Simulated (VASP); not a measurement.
# Li2Se (Fm-3m) in VASP: single point with PBE

Aim: the single point of Li2Se with PBE.

Program: VASP 6.6.1. These are calculated values, not measurements. Logs are shortened: lines on timing, memory, paths and dates and some standing lists are left out, and cuts for length are marked.

### Step 1. The cell of the first run

It takes space group Fm-3m (No. 225, cubic). Conventional cell: a = 6.005 Å, b = 6.005 Å, c = 6.005 Å, α = 90.00°, β = 90.00°, γ = 90.00°. Within 3.4 Å of Li (site symmetry -43m) lie 4 Se at 2.60 Å and 6 Li at 3.00 Å. Within 3.4 Å of Se (site symmetry m-3m) lie 8 Li at 2.60 Å.

### Step 2. Single point, PBE

File INCAR:

```
SYSTEM = Li2Se
PREC = Accurate
ENCUT = 750
EDIFF = 1E-6
ISMEAR = 0
SIGMA = 0.01
LREAL = .FALSE.
LASPH = .TRUE.
NELM = 120
ALGO = Normal
ISIF = 2
LWAVE = .FALSE.
LCHARG = .FALSE.
GGA = PE
NBANDS = 13
GGA_COMPAT = .FALSE.
```

File KPOINTS:

```
regular mesh
0
G
  4 4 4
  0 0 0
```

File POSCAR:

```
Li2Se
1.0
    0.0000000000      3.0025000000      3.0025000000
    3.0025000000      0.0000000000      3.0025000000
    3.0025000000      3.0025000000      0.0000000000
Li Se
2 1
Direct
    0.2500000000      0.2500000000      0.2500000000
    0.7500000000      0.7500000000      0.7500000000
    0.0000000000      0.0000000000      0.0000000000
```

Potentials or basis: VASP PAW PBE potentials, release 64 (Li_sv, Se).

On the command line:

```console
cat potpaw_PBE.64/Li_sv/POTCAR potpaw_PBE.64/Se/POTCAR > POTCAR
mpirun -np 1 vasp_std > vasp.out
```

OUTCAR:

```text
SYSTEM = Li2Se
   PREC = Accurate
   ENCUT = 750
   EDIFF = 1E-6
   ISMEAR = 0
   LREAL = .FALSE.
   LASPH = .TRUE.
   NELM = 120
   ISIF = 2
   GGA = PE

 ion  position               nearest neighbor table
   1  0.250  0.250  0.250-   3 2.60   3 2.60   3 2.60   3 2.60
   2  0.750  0.750  0.750-   3 2.60   3 2.60   3 2.60   3 2.60
   3  0.000  0.000  0.000-   1 2.60   2 2.60   2 2.60   2 2.60   2 2.60   1 2.60   1 2.60   1 2.60

  LATTYP: Found a face centered cubic cell.
 ALAT       =     6.0050000000

  Lattice vectors:

 A1 = (   0.0000000000,   3.0025000000,   3.0025000000)
 A2 = (   3.0025000000,   0.0000000000,   3.0025000000)
 A3 = (   3.0025000000,   3.0025000000,   0.0000000000)

Analysis of symmetry for initial positions (statically):
=====================================================================
 Subroutine PRICEL returns:
 Original cell was already a primitive cell.

 Routine SETGRP: Setting up the symmetry group for a
 face centered cubic supercell.

 Subroutine GETGRP returns: Found 48 space group operations
 (whereof 48 operations were pure point group operations)
 out of a pool of 48 trial point group operations.

The static configuration has the point symmetry O_h .

Analysis of symmetry for dynamics (positions and initial velocities):
=====================================================================
 Subroutine PRICEL returns:
 Original cell was already a primitive cell.

 Routine SETGRP: Setting up the symmetry group for a
 face centered cubic supercell.

 Subroutine GETGRP returns: Found 48 space group operations
 (whereof 48 operations were pure point group operations)
 out of a pool of 48 trial point group operations.

The dynamic configuration has the point symmetry O_h .

 Subroutine INISYM returns: Found 48 space group operations
 (whereof 48 operations are pure point group operations),
 and found     1 'primitive' translations

----------------------------------------------------------------------------------------

                                     Primitive cell

  volume of cell :      54.1351

  direct lattice vectors                    reciprocal lattice vectors
     0.000000000  3.002500000  3.002500000    -0.166527893  0.166527893  0.166527893
     3.002500000  0.000000000  3.002500000     0.166527893 -0.166527893  0.166527893
     3.002500000  3.002500000  0.000000000     0.166527893  0.166527893 -0.166527893

  length of vectors
     4.246176221  4.246176221  4.246176221     0.288434772  0.288434772  0.288434772

  position of ions in fractional coordinates (direct lattice)
     0.250000000  0.250000000  0.250000000
     0.750000000  0.750000000  0.750000000
     0.000000000  0.000000000  0.000000000

  ion indices of the primitive-cell ions
   primitive index   ion index
                 1           1
                 2           2
                 3           3

----------------------------------------------------------------------------------------

 KPOINTS: regular mesh

Automatic generation of k-mesh.
 Grid dimensions read from file:
 generate k-points for:    4    4    4

 Generating k-lattice:

  Cartesian coordinates                     Fractional coordinates (reciprocal lattice)
    -0.041631973  0.041631973  0.041631973     0.250000000  0.000000000  0.000000000
     0.041631973 -0.041631973  0.041631973     0.000000000  0.250000000  0.000000000
     0.041631973  0.041631973 -0.041631973     0.000000000  0.000000000  0.250000000

  Length of vectors
     0.072108693  0.072108693  0.072108693

  Shift w.r.t. Gamma in fractional coordinates (k-lattice)
     0.000000000  0.000000000  0.000000000

 Subroutine IBZKPT returns following result:
 ===========================================

 Found      8 irreducible k-points:

 Following reciprocal coordinates:
            Coordinates               Weight
  0.000000  0.000000  0.000000      1.000000
  0.250000  0.000000  0.000000      8.000000
  0.500000  0.000000  0.000000      4.000000
  0.250000  0.250000  0.000000      6.000000
  0.500000  0.250000  0.000000     24.000000
 -0.250000  0.250000  0.000000     12.000000
  0.500000  0.500000  0.000000      3.000000
 -0.250000  0.500000  0.250000      6.000000
   k-points           NKPTS =      8   k-points in BZ     NKDIM =      8   number of bands    NBANDS=     13
   number of dos      NEDOS =    301   number of ions     NIONS =      3
   total plane-waves  NPLWV =  64000
   dimension x,y,z NGX =    40 NGY =   40 NGZ =   40
   dimension x,y,z NGXF=    80 NGYF=   80 NGZF=   80
   ions per type =               2   1
   NGX,Y,Z   is equivalent  to a cutoff of  15.66, 15.66, 15.66 a.u.
   NGXF,Y,Z  is equivalent  to a cutoff of  31.32, 31.32, 31.32 a.u.
 SYSTEM =  Li2Se
   PREC   = accura    normal or accurate (medium, high low for compatibility)
   ISTART =      0    job   : 0-new  1-cont  2-samecut
   ICHARG =      2    charge: 1-file 2-atom 10-const
   ISPIN  =      1    spin polarized calculation?
   LNONCOLLINEAR =      F non collinear calculations
   LSORBIT =      F    spin-orbit coupling
   LASPH  =      T    aspherical Exc in radial PAW
   ENCUT  =  750.0 eV  55.12 Ry    7.42 a.u.   9.48  9.48  9.48*2*pi/ulx,y,z
   NELM   =    120;   NELMIN=  2; NELMDL= -5     # of ELM steps
   EDIFF  = 0.1E-05   stopping-criterion for ELM
   LREAL  =      F    real-space projection
   EDIFFG = 0.1E-04   stopping-criterion for IOM
   NSW    =      0    number of steps for IOM
   IBRION =     -1    ionic relax: 0-MD 1-quasi-New 2-CG
   NFREE  =      0    steps in history (QN), initial steepest desc. (CG)
   ISIF   =      2    stress and relaxation
   ISYM   =      2    0-nonsym 1-usesym 2-fastsym
   POTIM  = 0.5000    time-step for ionic-motion
   TEBEG  =    0.0;   TEEND  =   0.0 temperature during run
   PSTRESS=    0.0 pullay stress
   NELECT =      12.0000    total number of electrons
   NUPDOWN=      -1.0000    fix difference up-down
   EMIN   =  10.00;   EMAX   =-10.00  energy-range for DOS
   EFERMI =   0.00;   METHOD = LEGACY
   ISMEAR =     0;   SIGMA  =   0.01  broadening in eV -4-tet -1-fermi 0-gaus
   EFERMI_NEDOS =   21; number of points for ismear=-14 and -15
   IALGO  =     38    algorithm
   IMIX   =      4    mixing-type and parameters
     AMIX     =   0.40;   BMIX     =  1.00
     AMIX_MAG =   1.60;   BMIX_MAG =  1.00
  volume/ion in A,a.u.               =      18.05       121.77
  Fermi-wavevector in a.u.,A,eV,Ry     =   0.990776  1.872296 13.355989  0.981637
  Thomas-Fermi vector in A             =   2.122471
   LORBIT       =      0    0 simple, 1 ext, 2 COOP (PROOUT), +10 PAW based schemes
   GGA     = PE    functional components
   LHFCALC =     F    Hartree Fock is set to
   AEXX    =    0.0000 exact exchange contribution
   IVDW    =     0    specifies the selected vdW correction
   LEPSILON=     F    determine dielectric tensor
   LRPA    =     F    only Hartree local field effects (RPA)
 non-spin polarized calculation
 Gauss-broadening in eV      SIGMA  =   0.01
  energy-cutoff  :      750.00
  volume of cell :       54.14
 maximum number of plane-waves:      2565
 NGX is ok and might be reduce to    40
   NGX = 19   NGY = 19   NGZ = 19

 number of electron      12.0000004 magnetization

 Free energy of the ion-electron system (eV)
  ---------------------------------------------------
  ext. energy  EPLUGINS =         0.00000000
  ---------------------------------------------------
  free energy    TOTEN  =       -11.11937441 eV

  energy without entropy =      -11.11937441  energy(sigma->0) =      -11.11937441

 E-fermi :   1.1558     XC(G=0):  -8.2582

 val. band max:        1.0041405335   @ k =   0.0000   0.0000   0.0000
 cond. band min:       3.9743885593   @ k =   0.5000   0.5000   0.0000
 fundamental gap:      2.9702480258
 Fermi energy:         1.1557553607

 k-point     1 :       0.0000    0.0000    0.0000
  band No.  band energies     occupation
      1     -43.7210      2.00000
      2     -43.6973      2.00000
      3     -10.3831      2.00000
      4       1.0041      2.00000
      5       1.0041      2.00000
      6       1.0041      2.00000
      7       4.3846      0.00000
      8       6.6178      0.00000
      9       6.6178      0.00000
     10       6.6178      0.00000
     11      11.5789      0.00000
     12      11.5789      0.00000
     13      11.9174      0.00000

 k-point     2 :       0.2500    0.0000    0.0000
  band No.  band energies     occupation
      1     -43.7173      2.00000
      2     -43.7005      2.00000
      3     -10.2111      2.00000
      4      -0.7536      2.00000
      5       0.7142      2.00000
      6       0.7142      2.00000
      7       5.5241      0.00000
      8       7.1587      0.00000
      9       7.1587      0.00000
     10       7.8812      0.00000
     11      10.0284      0.00000
     12      10.0284      0.00000
     13      12.3644      0.00000

 k-point     3 :       0.5000    0.0000    0.0000
  band No.  band energies     occupation
      1     -43.7087      2.00000
      2     -43.7087      2.00000
      3     -10.0185      2.00000
      4      -1.8996      2.00000
      5       0.4780      2.00000
      6       0.4780      2.00000
      7       6.1033      0.00000
      8       6.9565      0.00000
      9       6.9565      0.00000
     10       8.9457      0.00000
     11      12.4888      0.00000
     12      12.4888      0.00000
     13      13.5736      0.00000
[... 49 lines left out ...]
 k-point     7 :       0.5000    0.5000    0.0000
  band No.  band energies     occupation
      1     -43.7125      2.00000
      2     -43.7046      2.00000
      3      -9.9081      2.00000
      4      -1.2746      2.00000
      5      -0.4328      2.00000
      6      -0.4328      2.00000
      7       3.9744      0.00000
      8       7.1645      0.00000
      9      11.3114      0.00000
     10      11.3114      0.00000
     11      12.3932      0.00000
     12      12.7642      0.00000
     13      12.7642      0.00000

 k-point     8 :      -0.2500    0.5000    0.2500
  band No.  band energies     occupation
      1     -43.7086      2.00000
      2     -43.7086      2.00000
      3      -9.9010      2.00000
      4      -0.8968      2.00000
      5      -0.8968      2.00000
      6      -0.7498      2.00000
      7       6.1525      0.00000
      8       7.3795      0.00000
      9       9.0268      0.00000
     10       9.0268      0.00000
     11      12.0701      0.00000
     12      12.0701      0.00000
     13      12.9951      0.00000

------------------------ aborting loop because EDIFF is reached ----------------------------------------

  FORCE on cell =-STRESS in cart. coord.  units (eV):
  Direction    XX          YY          ZZ          XY          YZ          ZX
  --------------------------------------------------------------------------------------
  -------------------------------------------------------------------------------------
  Total        0.0054577      0.0054577      0.0054577      0.0000000      0.0000000     -0.0000000
  in kB        0.1615241      0.1615241      0.1615241      0.0000000      0.0000000     -0.0000000
  external PRESSURE =       0.1615241 kB  Pullay stress =       0.0000000 kB

 VOLUME and BASIS-vectors are now :
 -----------------------------------------------------------------------------
  energy-cutoff  :      750.00
  volume of cell :       54.14
      direct lattice vectors                 reciprocal lattice vectors
     0.000000000  3.002500000  3.002500000    -0.166527893  0.166527893  0.166527893
     3.002500000  0.000000000  3.002500000     0.166527893 -0.166527893  0.166527893
     3.002500000  3.002500000  0.000000000     0.166527893  0.166527893 -0.166527893

 POSITION                                       TOTAL-FORCE (eV/Angst)
 -----------------------------------------------------------------------------------
      1.50125      1.50125      1.50125        -0.000000     -0.000000     -0.000000
      4.50375      4.50375      4.50375         0.000000      0.000000      0.000000
      0.00000      0.00000      0.00000         0.000000      0.000000      0.000000
 -----------------------------------------------------------------------------------
    total drift:                                0.000000     -0.000000      0.000000

  FREE ENERGIE OF THE ION-ELECTRON SYSTEM (eV)
  ---------------------------------------------------
  free  energy   TOTEN  =       -11.1193744055 eV

  energy  without entropy=      -11.1193744055  energy(sigma->0) =      -11.11937441
```

Wall time 19 s (1 thread of Intel Xeon 6975P-C, shared host); peak memory 0.23 GiB.

Results:

- Free energy: -11.1194 eV
- Pressure: 0.0 GPa
- Band gap on the k mesh: 2.97 eV, indirect (least direct gap 3.38 eV)

Caveat: the k points lie up to 0.45 Å⁻¹ apart. A hybrid or GW would open this gap; PBE tends to underestimate it.
